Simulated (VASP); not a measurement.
KF: single point with PBE

Crystal: KF.

```
K F
1.0
     0.00000    2.67185    2.67185
     2.67185    0.00000    2.67185
     2.67185    2.67185    0.00000
K F
1 1
Direct
  0.00582 0.98616 0.00455
  0.50055 0.48674 0.51722
```

This cell differs from its parent crystal: atoms moved at random.

- Program: VASP 6.6.1
- Task: single point
- Functional: PBE
- Potentials or basis: VASP PAW PBE potentials, release 64 (K_sv, F)
- Cutoff: 520 eV
- k mesh: 9 × 9 × 9
- Occupations: fermi-dirac, width 0.05 eV
- Spin: no spin polarisation
- Dipole correction: no
- Further INCAR settings: ALGO = Normal; EDIFF = 1e-06; NBANDS = 15

- Pressure: 1.5 GPa
- Largest force: 0.070 eV/Å
- Band gap on the k mesh: 6.17 eV

Forces in eV/Å, atoms in the order of the input:
```
K    0.059  0.033 -0.021
F   -0.059 -0.033  0.021
```

Levels at points of the mesh, in eV from the valence-band top:
```tsv
k point	band 4	band 5	band 6	band 7	band 8	band 9	band 10	band 11	band 12	band 13
(0.00, 0.00, 0.00)	-9.39	-9.39	0.00	0.00	0.00	6.17	10.68	10.68	10.69	12.35
```

Run time: 3.1 min on 1 thread of Intel(R) Xeon(R) Platinum 8259CL CPU @ 2.50GHz (Skylake/Cascade Lake), with other jobs on the host, peak memory 0.31 GiB.

Caveat: the cell differs from its parent crystal (atoms moved at random). A k mesh can miss the band edges.
